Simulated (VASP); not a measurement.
# CdI2 (P-3m1) in VASP: single point with PBE0

Aim: the single point of CdI2 with PBE0.

All numbers are computed with VASP 6.6.1; they aren't measurements. Logs are shortened: lines on timing, memory, paths and dates and some standing lists are left out, and cuts for length are marked.

## (1) The cell of the first run

Symmetry: P-3m1, No. 164, trigonal system. The conventional cell has a = 4.247 Å, b = 4.247 Å, c = 6.895 Å, α = 90.00°, β = 90.00°, γ = 120.00°. Cd (site symmetry -3m) has 6 I at 2.99 Å within 3.9 Å. Within 3.9 Å of I (site symmetry 3m) lie 3 Cd at 2.99 Å.

## (2) Single point, PBE0

POSCAR

```
CdI2
1.0
    4.2470087461      0.0000000000      0.0000000000
   -2.1235043730      3.6780174642      0.0000000000
    0.0000000000      0.0000000000      6.8950251570
Cd I
1 2
Direct
    0.0000000000      0.0000000000      0.0000000000
    0.3333333333      0.6666666667      0.2493934726
    0.6666666667      0.3333333333      0.7506065274
```

INCAR.step1

```
SYSTEM = CdI2
ALGO     = Normal         ! electronic algorithm
EDIFF    = 1E-5           ! SCF threshold, eV
ENCUT    = 400            ! plane-wave cutoff, eV
GGA      = PE             ! functional
GGA_COMPAT= .FALSE.      
ISIF     = 2              ! what is computed and relaxed
ISMEAR   = 0              ! smearing method
KPAR     = 4            
LASPH    = .TRUE.         ! aspherical terms in the spheres
LCHARG   = .FALSE.        ! write CHGCAR
LREAL    = .FALSE.        ! projectors in reciprocal space
LWAVE    = .TRUE.         ! write WAVECAR
NBANDS   = 20             ! bands
NELM     = 120            ! most SCF steps
PREC     = Accurate       ! precision mode
SIGMA    = 0.01           ! smearing width, eV
```

INCAR.step2

```
SYSTEM = CdI2
AEXX     = 0.25           ! exact-exchange fraction
ALGO     = Normal         ! electronic algorithm
EDIFF    = 1E-6           ! SCF threshold, eV
ENCUT    = 400            ! plane-wave cutoff, eV
GGA      = PE             ! functional
GGA_COMPAT= .FALSE.      
ISIF     = 2              ! what is computed and relaxed
ISMEAR   = 0              ! smearing method
ISTART   = 1            
KPAR     = 4            
LASPH    = .TRUE.         ! aspherical terms in the spheres
LCHARG   = .FALSE.        ! write CHGCAR
LHFCALC  = .TRUE.         ! exact exchange
LREAL    = .FALSE.        ! projectors in reciprocal space
LWAVE    = .FALSE.        ! write WAVECAR
NBANDS   = 20             ! bands
NELM     = 120            ! most SCF steps
PREC     = Accurate       ! precision mode
PRECFOCK = Normal       
SIGMA    = 0.01           ! smearing width, eV
```

KPOINTS

```
k-points
0
G
  6 6 4
  0 0 0
```

Potentials or basis: VASP PAW PBE potentials, release 64 (Cd, I).

On the command line:

```console
$ cat potpaw_PBE.64/Cd/POTCAR potpaw_PBE.64/I/POTCAR > POTCAR
$ cp INCAR.step1 INCAR
$ mpirun -np 4 vasp_std > vasp.out
$ cp INCAR.step2 INCAR
$ mpirun -np 4 vasp_std > vasp.out
```

OUTCAR:

```text
SYSTEM = CdI2
   AEXX = 0.25
   EDIFF = 1E-6
   ENCUT = 400
   GGA = PE
   ISIF = 2
   ISMEAR = 0
   ISTART = 1
   LASPH = .TRUE.
   LHFCALC = .TRUE.
   LREAL = .FALSE.
   NELM = 120
   PREC = Accurate
   PRECFOCK = Normal

 ion  position               nearest neighbor table
   1  0.000  0.000  0.000-   2 2.99   3 2.99   2 2.99   3 2.99   3 2.99   2 2.99
   2  0.333  0.667  0.249-   1 2.99   1 2.99   1 2.99
   3  0.667  0.333  0.751-   1 2.99   1 2.99   1 2.99

  LATTYP: Found a hexagonal cell.
 ALAT       =     4.2470087461
 C/A-ratio  =     1.6235015205

  Lattice vectors:

 A1 = (   4.2470087461,   0.0000000000,   0.0000000000)
 A2 = (  -2.1235043730,   3.6780174642,   0.0000000000)
 A3 = (   0.0000000000,   0.0000000000,   6.8950251570)

Analysis of symmetry for initial positions (statically):
=====================================================================
 Subroutine PRICEL returns:
 Original cell was already a primitive cell.

 Routine SETGRP: Setting up the symmetry group for a
 hexagonal supercell.

 Subroutine GETGRP returns: Found 12 space group operations
 (whereof 12 operations were pure point group operations)
 out of a pool of 24 trial point group operations.

The static configuration has the point symmetry D_3d.

Analysis of symmetry for dynamics (positions and initial velocities):
=====================================================================
 Subroutine PRICEL returns:
 Original cell was already a primitive cell.

 Routine SETGRP: Setting up the symmetry group for a
 hexagonal supercell.

 Subroutine GETGRP returns: Found 12 space group operations
 (whereof 12 operations were pure point group operations)
 out of a pool of 24 trial point group operations.

The dynamic configuration has the point symmetry D_3d.

 Subroutine INISYM returns: Found 12 space group operations
 (whereof 12 operations are pure point group operations),
 and found     1 'primitive' translations

----------------------------------------------------------------------------------------

                                     Primitive cell

  volume of cell :     107.7042

  direct lattice vectors                    reciprocal lattice vectors
     4.247008746  0.000000000  0.000000000     0.235459840  0.135942802  0.000000000
    -2.123504373  3.678017464  0.000000000     0.000000000  0.271885604  0.000000000
     0.000000000  0.000000000  6.895025157     0.000000000  0.000000000  0.145032103

  length of vectors
     4.247008746  4.247008746  6.895025157     0.271885604  0.271885604  0.145032103

  position of ions in fractional coordinates (direct lattice)
     0.000000000  0.000000000  0.000000000
     0.333333333  0.666666667  0.249393473
     0.666666667  0.333333333  0.750606527

  ion indices of the primitive-cell ions
   primitive index   ion index
                 1           1
                 2           2
                 3           3

----------------------------------------------------------------------------------------

 KPOINTS: k-points

Automatic generation of k-mesh.
 Grid dimensions read from file:
 generate k-points for:    6    6    4

 Generating k-lattice:

  Cartesian coordinates                     Fractional coordinates (reciprocal lattice)
     0.039243307  0.022657134  0.000000000     0.166666667  0.000000000  0.000000000
     0.000000000  0.045314267  0.000000000     0.000000000  0.166666667  0.000000000
     0.000000000  0.000000000  0.036258026     0.000000000  0.000000000  0.250000000

  Length of vectors
     0.045314267  0.045314267  0.036258026

  Shift w.r.t. Gamma in fractional coordinates (k-lattice)
     0.000000000  0.000000000  0.000000000

 Subroutine IBZKPT returns following result:
 ===========================================

 Found     24 irreducible k-points:

 Following reciprocal coordinates:
            Coordinates               Weight
  0.000000  0.000000  0.000000      1.000000
  0.166667  0.000000  0.000000      6.000000
  0.333333  0.000000  0.000000      6.000000
  0.500000  0.000000  0.000000      3.000000
  0.166667  0.166667  0.000000      6.000000
  0.333333  0.166667  0.000000     12.000000
[... 16 lines left out ...]
  0.333333  0.166667  0.500000     12.000000
  0.333333  0.333333  0.500000      2.000000
   k-points           NKPTS =     24   k-points in BZ     NKDIM =    144   number of bands    NBANDS=     20
   number of dos      NEDOS =    301   number of ions     NIONS =      3
   total plane-waves  NPLWV =  37632
   dimension x,y,z NGX =    28 NGY =   28 NGZ =   48
   dimension x,y,z NGXF=    56 NGYF=   56 NGZF=   96
   ions per type =               1   2
   NGX,Y,Z   is equivalent  to a cutoff of  10.96, 10.96, 11.57 a.u.
   NGXF,Y,Z  is equivalent  to a cutoff of  21.92, 21.92, 23.15 a.u.
 SYSTEM =  CdI2
   PREC   = accura    normal or accurate (medium, high low for compatibility)
   ISTART =      1    job   : 0-new  1-cont  2-samecut
   ICHARG =      0    charge: 1-file 2-atom 10-const
   ISPIN  =      1    spin polarized calculation?
   LNONCOLLINEAR =      F non collinear calculations
   LSORBIT =      F    spin-orbit coupling
   LASPH  =      T    aspherical Exc in radial PAW
   ENCUT  =  400.0 eV  29.40 Ry    5.42 a.u.   6.93  6.93 11.24*2*pi/ulx,y,z
   NELM   =    120;   NELMIN=  2; NELMDL=  0     # of ELM steps
   EDIFF  = 0.1E-05   stopping-criterion for ELM
   LREAL  =      F    real-space projection
   EDIFFG = 0.1E-04   stopping-criterion for IOM
   NSW    =      0    number of steps for IOM
   IBRION =     -1    ionic relax: 0-MD 1-quasi-New 2-CG
   NFREE  =      0    steps in history (QN), initial steepest desc. (CG)
   ISIF   =      2    stress and relaxation
   ISYM   =      3    0-nonsym 1-usesym 2-fastsym
   POTIM  = 0.5000    time-step for ionic-motion
   TEBEG  =    0.0;   TEEND  =   0.0 temperature during run
   PSTRESS=    0.0 pullay stress
   NELECT =      26.0000    total number of electrons
   NUPDOWN=      -1.0000    fix difference up-down
   EMIN   =  10.00;   EMAX   =-10.00  energy-range for DOS
   EFERMI =   0.00;   METHOD = LEGACY
   ISMEAR =     0;   SIGMA  =   0.01  broadening in eV -4-tet -1-fermi 0-gaus
   EFERMI_NEDOS =   21; number of points for ismear=-14 and -15
   IALGO  =     38    algorithm
   IMIX   =      1    mixing-type and parameters
     AMIX     =   0.40;   BMIX     =  1.00
     AMIX_MAG =   1.60;   BMIX_MAG =  1.00
  volume/ion in A,a.u.               =      35.90       242.27
  Fermi-wavevector in a.u.,A,eV,Ry     =   1.019346  1.926285 14.137359  1.039067
  Thomas-Fermi vector in A             =   2.152855
   LORBIT       =      0    0 simple, 1 ext, 2 COOP (PROOUT), +10 PAW based schemes
   GGA     = PE    functional components
   LHFCALC =     T    Hartree Fock is set to
   PRECFOCK=normal    Normal, Fast or Accurate (Low or Medium for compatibility)
   ENCUT4O =  -1.0   cutoff for four orbital integrals eV
   NKREDX  =     1    reduce k-point grid by
   NKREDY  =     1    reduce k-point grid by
   NKREDZ  =     1    reduce k-point grid by
   AEXX    =    0.2500 exact exchange contribution
   HFSCREEN=    0.0000 screening length (either q_TF or 0.3 A-1)
   HFSCREENC=   0.0000 screening length for correlation (either q_TF or 0.3 A-1)
   ENCUTFOCK=  -1.0 apply spherical cutoff to Coloumb kernel
   IVDW    =     0    specifies the selected vdW correction
   LEPSILON=     F    determine dielectric tensor
   LRPA    =     F    only Hartree local field effects (RPA)
 non-spin polarized calculation
 Gauss-broadening in eV      SIGMA  =   0.01
  energy-cutoff  :      400.00
  volume of cell :      107.70
 maximum number of plane-waves:      1971
  NGX = 24; NGY = 24; NGZ = 36

 number of electron      26.0000011 magnetization

 Free energy of the ion-electron system (eV)
  ---------------------------------------------------
  ext. energy  EPLUGINS =         0.00000000
  ---------------------------------------------------
  free energy    TOTEN  =        -7.75730965 eV

  energy without entropy =       -7.75730965  energy(sigma->0) =       -7.75730965

 E-fermi :   0.9855     XC(G=0):  -6.7572

 val. band max:        0.9363927478   @ k =   0.1667   0.0000   0.2500
 cond. band min:       4.9663575081   @ k =   0.5000   0.0000   0.5000
 fundamental gap:      4.0299647602
 Fermi energy:         0.9854978557

 k-point     1 :       0.0000    0.0000    0.0000
  band No.  band energies     occupation
      1     -12.2573      2.00000
      2     -11.4736      2.00000
      3      -7.9724      2.00000
      4      -7.9724      2.00000
      5      -7.8282      2.00000
      6      -7.7562      2.00000
[... 12 lines left out ...]
     19      11.9094      0.00000
     20      11.9360      0.00000

 k-point     2 :       0.1667    0.0000    0.0000
  band No.  band energies     occupation
      1     -12.1087      2.00000
      2     -11.4595      2.00000
      3      -7.9561      2.00000
      4      -7.8944      2.00000
      5      -7.8030      2.00000
      6      -7.7607      2.00000
[... 12 lines left out ...]
     19      10.8886      0.00000
     20      11.9307      0.00000

 k-point     3 :       0.3333    0.0000    0.0000
  band No.  band energies     occupation
      1     -11.7672      2.00000
      2     -11.4431      2.00000
      3      -7.9388      2.00000
      4      -7.8293      2.00000
      5      -7.7546      2.00000
      6      -7.7197      2.00000
[... 12 lines left out ...]
     19      11.2671      0.00000
     20      11.9043      0.00000

 k-point     4 :       0.5000    0.0000    0.0000
  band No.  band energies     occupation
      1     -11.5124      2.00000
      2     -11.4978      2.00000
      3      -7.9374      2.00000
      4      -7.8386      2.00000
      5      -7.7410      2.00000
      6      -7.6959      2.00000
[... 12 lines left out ...]
     19      11.9364      0.00000
     20      12.4632      0.00000

 k-point     5 :       0.1667    0.1667    0.0000
  band No.  band energies     occupation
      1     -11.8625      2.00000
      2     -11.4423      2.00000
      3      -7.9316      2.00000
      4      -7.8117      2.00000
      5      -7.7757      2.00000
      6      -7.7295      2.00000
[... 12 lines left out ...]
     19       9.8893      0.00000
     20      12.3109      0.00000
[... 353 lines left out ...]
      6      -7.6960      2.00000
[... 12 lines left out ...]
     19      12.2309      0.00000
     20      12.6128      0.00000

 k-point    22 :       0.1667    0.1667    0.5000
  band No.  band energies     occupation
      1     -11.7202      2.00000
      2     -11.5962      2.00000
      3      -7.9273      2.00000
      4      -7.8252      2.00000
      5      -7.7737      2.00000
      6      -7.7437      2.00000
[... 12 lines left out ...]
     19      10.7605      0.00000
     20      11.6906      0.00000

 k-point    23 :       0.3333    0.1667    0.5000
  band No.  band energies     occupation
      1     -11.5422      2.00000
      2     -11.4655      2.00000
      3      -7.8840      2.00000
      4      -7.8128      2.00000
      5      -7.7417      2.00000
      6      -7.7109      2.00000
[... 12 lines left out ...]
     19      10.9299      0.00000
     20      12.2474      0.00000

 k-point    24 :       0.3333    0.3333    0.5000
  band No.  band energies     occupation
      1     -11.4534      2.00000
      2     -11.4534      2.00000
      3      -7.7820      2.00000
      4      -7.7820      2.00000
      5      -7.7265      2.00000
      6      -7.7015      2.00000
[... 12 lines left out ...]
     19      11.7480      0.00000
     20      11.7480      0.00000

------------------------ aborting loop because EDIFF is reached ----------------------------------------

  FORCE on cell =-STRESS in cart. coord.  units (eV):
  Direction    XX          YY          ZZ          XY          YZ          ZX
  --------------------------------------------------------------------------------------
  -------------------------------------------------------------------------------------
  Total        0.3758108      0.3758108      0.3048922      0.0000000      0.0000000     -0.0000000
  in kB        5.5904532      5.5904532      4.5354894      0.0000000      0.0000000     -0.0000000
  external PRESSURE =       5.2387986 kB  Pullay stress =       0.0000000 kB

 VOLUME and BASIS-vectors are now :
 -----------------------------------------------------------------------------
  energy-cutoff  :      400.00
  volume of cell :      107.70
      direct lattice vectors                 reciprocal lattice vectors
     4.247008746  0.000000000  0.000000000     0.235459840  0.135942802  0.000000000
    -2.123504373  3.678017464  0.000000000     0.000000000  0.271885604  0.000000000
     0.000000000  0.000000000  6.895025157     0.000000000  0.000000000  0.145032103

 POSITION                                       TOTAL-FORCE (eV/Angst)
 -----------------------------------------------------------------------------------
      0.00000      0.00000      0.00000         0.000000      0.000000      0.000000
     -0.00000      2.45201      1.71957         0.000000     -0.000000     -0.070770
      2.12350      1.22601      5.17545        -0.000000      0.000000      0.070770
 -----------------------------------------------------------------------------------
    total drift:                               -0.000000      0.000000     -0.000000

  FREE ENERGIE OF THE ION-ELECTRON SYSTEM (eV)
  ---------------------------------------------------
  free  energy   TOTEN  =        -7.7573096474 eV

  energy  without entropy=       -7.7573096474  energy(sigma->0) =       -7.75730965
```

Run time: 32 min. Hardware: 4 MPI ranks of Intel Xeon Platinum 8375C at 2.90GHz (Ice Lake), shared host; peak memory 0.24 GiB.

Results:

```
Free energy            : -7.7573 eV
Pressure               : 0.5 GPa
Largest force          : 0.071 eV/Å
Band gap on the k mesh : 4.03 eV (least direct gap 4.29 eV)
```

Forces in eV/Å, atoms in the order of the input:
```
Cd   0.000  0.000  0.000
I    0.000  0.000 -0.071
I    0.000  0.000  0.071
```

Stress tensor (GPa, compression positive):
```
0.56 0.00 0.00
0.00 0.56 0.00
0.00 0.00 0.45
```

Caveat: the PAW data sets were made with another functional, which shifts forces and pressure a little; spin-orbit coupling is left out, which moves the levels of the heavy elements; this functional lacks dispersion, which binds layers or chains, so the pressure and a relaxed spacing across them are unreliable.
